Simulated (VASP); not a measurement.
# WS2 (Tungstenite) (P6_3/mmc) in VASP: notebook, part 2 of 2

VASP 6.6.1. The steps go on from the part before.

## Step 3: Single point, PBEsol

This run uses another cell than the first one, of 18.14 Å³/atom, 0.994 times its volume.

File INCAR:

```
ALGO = Normal
EDIFF = 1E-6
ENCUT = 520
GGA = PS
ISIF = 2
ISMEAR = -1
LASPH = T
LCHARG = T
LELF = T
LREAL = F
LVHAR = T
LWAVE = F
NBANDS = 35
NELM = 100
PREC = Accurate
SIGMA = 0.05
```

File KPOINTS:

```
k-points
0
Gamma
  10 10 3
```

File POSCAR:

```
WS2
1.0
    3.1461901667      0.0000000000      0.0000000000
   -1.5730950834      2.7246806095      0.0000000000
    0.0000000000      0.0000000000     12.6939939163
W S
2 4
Direct
    0.6666666667      0.3333333333      0.7500000000
    0.3333333333      0.6666666667      0.2500000000
    0.6666666667      0.3333333333      0.3734926304
    0.3333333333      0.6666666667      0.8734926304
    0.6666666667      0.3333333333      0.1265073696
    0.3333333333      0.6666666667      0.6265073696
```

Potentials or basis: VASP PAW PBE potentials, release 64 (W_sv, S).

On the command line:

```bash
$ cat potpaw_PBE.64/W_sv/POTCAR potpaw_PBE.64/S/POTCAR > POTCAR
$ mpirun -np 1 vasp_std > vasp.out
```

It took 1.9 min on 1 thread of Intel Xeon Platinum 8259CL at 2.50GHz (Skylake/Cascade Lake), shared host; peak memory 0.27 GiB.

Results (log left out):

- Free energy: -50.5543 eV
- Pressure: 0.1 GPa
- Largest force: 0.019 eV/Å
- Band gap on the k mesh: 1.19 eV, indirect (least direct gap 2.20 eV)

Forces on the atoms (eV/Å):
```
W    0.000  0.000  0.000
W    0.000  0.000  0.000
S    0.000  0.000  0.019
S    0.000  0.000  0.019
S    0.000  0.000 -0.019
S    0.000  0.000 -0.019
```

Levels at points of the mesh, in eV from the valence-band top:
| k point | band 23 | band 24 | band 25 | band 26 | band 27 | band 28 | band 29 | band 30 |
| --- | --- | --- | --- | --- | --- | --- | --- | --- |
| (0.00, 0.00, 0.00) | -2.07 | -1.64 | -1.12 | 0.00 | 2.46 | 2.46 | 2.47 | 2.47 |
| (0.50, 0.00, 0.00) | -1.78 | -1.64 | -1.57 | -1.45 | 2.47 | 2.50 | 2.75 | 3.03 |

Caveat: the PAW data sets were made with another functional, which shifts forces and pressure a little; spin-orbit coupling is left out, which moves the levels of the heavy elements; this functional lacks dispersion, which binds the layers, so the pressure and a relaxed spacing across them are unreliable.

## Step 4: Single point, PBEsol

File INCAR:

```
PREC     = Accurate       # precision mode
ENCUT    = 520            # plane-wave cutoff, eV
EDIFF    = 1E-6           # SCF threshold, eV
ISMEAR   = -1             # smearing method
SIGMA    = 0.03           # smearing width, eV
LREAL    = F              # projectors in reciprocal space
LASPH    = T              # aspherical terms in the spheres
NELM     = 60             # most SCF steps
ALGO     = Normal         # electronic algorithm
ISIF     = 2              # what is computed and relaxed
LWAVE    = F              # write WAVECAR
LCHARG   = F              # write CHGCAR
GGA      = PS             # functional
NBANDS   = 35             # bands
```

File KPOINTS:

```
regular mesh
0
Gamma
  6 6 2
```

File POSCAR:

```
WS2
1.0
    3.1800000000      0.0000000000      0.0000000000
   -1.5900000000      2.7539607840      0.0000000000
    0.0000000000      0.0000000000     12.5000000000
W S
2 4
Direct
    0.6666666667      0.3333333333      0.7500000000
    0.3333333333      0.6666666667      0.2500000000
    0.6666666667      0.3333333333      0.3750000000
    0.3333333333      0.6666666667      0.8750000000
    0.6666666667      0.3333333333      0.1250000000
    0.3333333333      0.6666666667      0.6250000000
```

On the command line:

```bash
$ cat potpaw_PBE.64/W_sv/POTCAR potpaw_PBE.64/S/POTCAR > POTCAR
$ mpirun -np 1 vasp_std > vasp.out
```

It took 81 s on 1 thread of AMD EPYC 7R43 (Zen 3), shared host; peak memory 0.19 GiB.

It converged, with:

```
Free energy            : -50.5262 eV
Pressure               : -2.6 GPa
Largest force          : 0.128 eV/Å
Band gap on the k mesh : 1.02 eV, indirect (least direct gap 1.73 eV)
```

Forces in eV/Å, atoms in the order of the input:
```
W    0.000  0.000  0.000
W    0.000  0.000  0.000
S    0.000  0.000 -0.128
S    0.000  0.000 -0.128
S    0.000  0.000  0.128
S    0.000  0.000  0.128
```

Stress tensor (GPa, compression positive):
```
-3.41  0.00  0.00
 0.00 -3.41  0.00
 0.00  0.00 -0.93
```

Levels at points of the mesh, in eV from the valence-band top:
| k point | band 24 | band 25 | band 26 | band 27 | band 28 | band 29 |
| --- | --- | --- | --- | --- | --- | --- |
| (0.00, 0.00, 0.00) | -1.55 | -1.12 | 0.00 | 2.26 | 2.26 | 2.26 |
| (0.50, 0.00, 0.00) | -1.82 | -1.68 | -1.51 | 2.20 | 2.24 | 2.55 |
| (0.00, 0.00, 0.50) | -2.27 | -0.30 | -0.30 | 2.25 | 2.25 | 2.25 |
| (0.50, 0.00, 0.50) | -1.91 | -1.58 | -1.58 | 2.22 | 2.22 | 2.68 |

Caveat: the PAW data sets were made with another functional, which shifts forces and pressure a little; spin-orbit coupling is left out, which moves the levels of the heavy elements; this functional lacks dispersion, which binds the layers, so the pressure and a relaxed spacing across them are unreliable.

## Step 5: Single point, LDA

File INCAR:

```
PREC = Accurate
ENCUT = 520
EDIFF = 1E-7
ISMEAR = -1
SIGMA = 0.05
LREAL = F
LASPH = T
NELM = 80
ALGO = Normal
ISIF = 2
LWAVE = F
LCHARG = T
GGA = CA
LELF = T
LVHAR = T
NBANDS = 35
```

File KPOINTS:

```
regular mesh
0
Gamma
  10 10 3
```

POSCAR is that of step 4.

Potentials or basis: VASP PAW LDA potentials, release 64 (W_sv, S).

On the command line:

```bash
$ cat potpaw_LDA.64/W_sv/POTCAR potpaw_LDA.64/S/POTCAR > POTCAR
$ mpirun -np 1 vasp_std > vasp.out
```

Run time: 44 s. Hardware: 1 thread of Intel Xeon 6975P-C (Granite Rapids), shared host; peak memory 0.23 GiB.

Results (log left out):

```yaml
Free_energy: -52.4519 eV
Pressure: -5.3 GPa
Largest_force: 0.312 eV/Å
Band_gap_on_the_k_mesh: 1.05 eV, indirect (least direct gap 2.07 eV)
```

Forces on the atoms (eV/Å):
```
W    0.000  0.000  0.000
W    0.000  0.000  0.000
S    0.000  0.000 -0.312
S    0.000  0.000 -0.312
S    0.000  0.000  0.312
S    0.000  0.000  0.312
```

Stress tensor (GPa, compression positive):
```
-5.91  0.00  0.00
 0.00 -5.91  0.00
 0.00  0.00 -4.01
```

Levels at points of the mesh, in eV from the valence-band top:
```tsv
k point	band 23	band 24	band 25	band 26	band 27	band 28	band 29	band 30
(0.00, 0.00, 0.00)	-2.25	-1.52	-1.14	0.00	2.23	2.23	2.24	2.24
(0.50, 0.00, 0.00)	-1.97	-1.80	-1.65	-1.49	2.16	2.19	2.50	2.74
```

Caveat: spin-orbit coupling is left out, which moves the levels of the heavy elements. As with any semilocal functional, this LDA gap is likely too small.

## Step 6: Single point, PBE

This run uses another cell than the first one, of 19.34 Å³/atom, 1.060 times its volume.

File INCAR:

```
SYSTEM = WS2
PREC = Accurate ; ENCUT = 520
EDIFF = 1E-7 ; ISMEAR = -1
SIGMA = 0.05 ; LREAL = .False.
LASPH = .True. ; NELM = 60
ALGO = Normal ; ISIF = 2
LWAVE = .False. ; LCHARG = .True.
GGA = PE ; LELF = .True.
LVHAR = .True. ; NBANDS = 35
```

File KPOINTS:

```
regular mesh
0
Gamma
  10 10 3
  0 0 0
```

Edit POSCAR of step 5 so:

```diff
@@ -2,5 +2,5 @@
 1.0
-    3.1800000000      0.0000000000      0.0000000000
-   -1.5900000000      2.7539607840      0.0000000000
-    0.0000000000      0.0000000000     12.5000000000
+    3.2423687753      0.0000000000      0.0000000000
+   -1.6211843877      2.8079737278      0.0000000000
+    0.0000000000      0.0000000000     12.7451602803
 W S
```

Potentials or basis: VASP PAW PBE potentials, release 64 (W_sv, S).

On the command line:

```bash
$ cat potpaw_PBE.64/W_sv/POTCAR potpaw_PBE.64/S/POTCAR > POTCAR
$ mpirun -np 1 vasp_std > vasp.out
```

Wall time 61 s (1 thread of Intel Xeon 6975P-C (Granite Rapids), shared host); peak memory 0.28 GiB.

It converged, with:

* Free energy: -47.1944 eV
* Pressure: -6.2 GPa
* Largest force: 0.811 eV/Å
* Band gap on the k mesh: 1.18 eV, indirect (least direct gap 1.93 eV)

Forces on the atoms (eV/Å):
```
W    0.000  0.000  0.000
W    0.000  0.000  0.000
S    0.000  0.000 -0.811
S    0.000  0.000 -0.811
S    0.000  0.000  0.811
S    0.000  0.000  0.811
```

Stress tensor (GPa, compression positive):
```
-6.49  0.00  0.00
 0.00 -6.49  0.00
 0.00  0.00 -5.53
```

Levels at points of the mesh, in eV from the valence-band top:
```csv
k point,band 22,band 23,band 24,band 25,band 26,band 27,band 28,band 29,band 30,band 31
"(0.00, 0.00, 0.00)",-2.10,-2.10,-1.51,-0.90,0.00,2.17,2.17,2.18,2.18,2.21
"(0.50, 0.00, 0.00)",-2.56,-1.91,-1.77,-1.50,-1.35,2.08,2.12,2.44,2.60,3.05
```

Caveat: spin-orbit coupling is left out, which moves the levels of the heavy elements; this functional lacks dispersion, which binds the layers, so the pressure and a relaxed spacing across them are unreliable. A k mesh can miss the band edges.

## Step 7: The runs side by side

| level | potentials or basis | cell | k mesh | smearing | gap on the mesh (eV) | pressure (GPa) | largest force (eV/Å) |
| --- | --- | --- | --- | --- | --- | --- | --- |
| PBE | VASP PAW PBE potentials, release 64 (W_sv, S) | a = 3.180, b = 3.180, c = 12.500 Å, angles 90.0, 90.0, 120.0°, 6 atoms | 10 × 10 × 3 | gaussian 0.015 eV | 1.14 | 2.2 | 0.13 |
| PBEsol | VASP PAW PBE potentials, release 64 (W_sv, S) | a = 3.146, b = 3.146, c = 12.694 Å, angles 90.0, 90.0, 120.0°, 6 atoms | 10 × 10 × 3 | fermi-dirac 0.05 eV | 1.19 | 0.1 | 0.02 |
| PBEsol | VASP PAW PBE potentials, release 64 (W_sv, S) | a = 3.180, b = 3.180, c = 12.500 Å, angles 90.0, 90.0, 120.0°, 6 atoms | 6 × 6 × 2 | fermi-dirac 0.03 eV | 1.02 | -2.6 | 0.13 |
| LDA | VASP PAW LDA potentials, release 64 (W_sv, S) | a = 3.180, b = 3.180, c = 12.500 Å, angles 90.0, 90.0, 120.0°, 6 atoms | 10 × 10 × 3 | fermi-dirac 0.05 eV | 1.05 | -5.3 | 0.31 |
| PBE | VASP PAW PBE potentials, release 64 (W_sv, S) | a = 3.242, b = 3.242, c = 12.745 Å, angles 90.0, 90.0, 120.0°, 6 atoms | 10 × 10 × 3 | fermi-dirac 0.05 eV | 1.18 | -6.2 | 0.81 |

Alike in all rows: task single point; no spin polarisation; cutoff (eV) 520.

Caveats: spin-orbit coupling is left out, which moves the levels of the heavy elements; this functional lacks dispersion, which binds the layers, so the pressure and a relaxed spacing across them are unreliable (some runs); the PAW data sets were made with another functional, which shifts forces and pressure a little (some runs).

Total energies depend on the potentials used, so only differences within one code and one set of settings carry meaning.
